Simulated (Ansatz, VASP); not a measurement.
Two plane-wave programs on Zn

INCAR

```
SYSTEM = Zn
ALGO = Normal
EDIFF = 1E-8
ENCUT = 520
GGA = PE
ISIF = 2
ISMEAR = -1
LASPH = .TRUE.
LCHARG = .FALSE.
LEFG = .TRUE.
LREAL = .FALSE.
LWAVE = .FALSE.
NBANDS = 19
NELM = 60
PREC = Accurate
SIGMA = 0.03
```

File KPOINTS:

```
k-points
0
G
  18 18 8
  0 0 0
```

Contents of POSCAR:

```
Zn
1.0
    2.6647980532      0.0266479805      0.0266479805
   -1.3093211985      2.2944588197      0.0097538378
    0.0494670000      0.0494670000      4.9467000000
Zn
2
Direct
    0.3333333333      0.6666666667      0.2500000000
    0.6666666667      0.3333333333      0.7500000000
```

Input for Ansatz:

```yaml
crystal:
  lattice:
    - [2.6647980532, 0.0266479805, 0.0266479805]
    - [-1.3093211985, 2.2944588197, 0.0097538378]
    - [0.049467, 0.049467, 4.9467]
  atoms:
    - { symbol: Zn, position: [0.3333333333, 0.6666666667, 0.25] }
    - { symbol: Zn, position: [0.6666666667, 0.3333333333, 0.75] }
kpoints:
  mp_grid: { grid: [18, 18, 8] }
scf:
  occupations: { method: fermi_dirac, width: 0.03 }
hamiltonian:
  xc: pbe
  pseudopotentials: { kind: paw }
output:
  forces: true
  stress: true
  eigenvalues: true
  efg: { contact_densities: true }
  write_density: true
  write_potential: true
  elf: true
  volumetric_format: npy
```

Change from the starting cell: equal xy, yz and zx shear strains of +2 %, PAW files.

Alike in both runs: task electric field gradients; functional PBE; k mesh 18 × 18 × 8; occupations fermi-dirac, width 0.03 eV; no spin polarisation.

```csv
,VASP,Ansatz
version,VASP 6.6.1,Ansatz 0.2.0
potentials or method,"VASP PAW PBE potentials, release 64 (Zn)","PAW with Ansatz's default frozen-core files, scalar-relativistic"
plane-wave cutoff (eV),520,420
valence electrons in the cell,24,24
```

VASP gave:

- pressure (GPa): 0.1
- traceless stress, the component that is largest in VASP (GPa): -0.69
- rms of the force components (eV/Å): 0.006
- size of Vzz on the site where it differs most (V/Å²): 35.5

Problem. Which values does Ansatz return?

Solution. Pressure (GPa): -0.2; traceless stress, the component that is largest in VASP (GPa): -0.68; rms of the force components (eV/Å): 0.007; size of Vzz on the site where it differs most (V/Å²): 35.3.

Atom by atom the forces differ by 0.001 eV/Å (rms over components).
